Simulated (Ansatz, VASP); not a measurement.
**One calculation of BP, two programs**

```xyz
2
Lattice="0.0000 2.1554 2.1554 2.1554 0.0000 2.1554 2.1554 2.1554 0.0000" Properties=species:S:1:pos:R:3 pbc="T T T"
B     0.0000    0.0000    0.0000
P     2.1554    2.1554    2.1554
```

Alike in both runs: task single point; functional PBEsol; k mesh 8 × 8 × 8; occupations fermi-dirac, width 0.02 eV; collinear spin.

```csv
,VASP,Ansatz
version,VASP 6.6.1,Ansatz 0.2.0
potentials or method,"VASP PAW PBE potentials, release 64 (B, P)",plane waves
plane-wave cutoff (eV),500,420
valence electrons in the cell,8,8
```

VASP gave:

* gap on the k mesh at the Fermi level (eV): none
* pressure (GPa): -3.5
* net moment per atom (μB): 0.00

Q: What did Ansatz give for the same quantities?

A: gap on the k mesh at the Fermi level (eV): none; pressure (GPa): -3.7; net moment per atom (μB): 0.00.

VASP's potentials were made for PBE, not for PBEsol. A gap of «none» marks a metal or a gap that the smearing closes. Ansatz's warnings: seeded moment not kept.
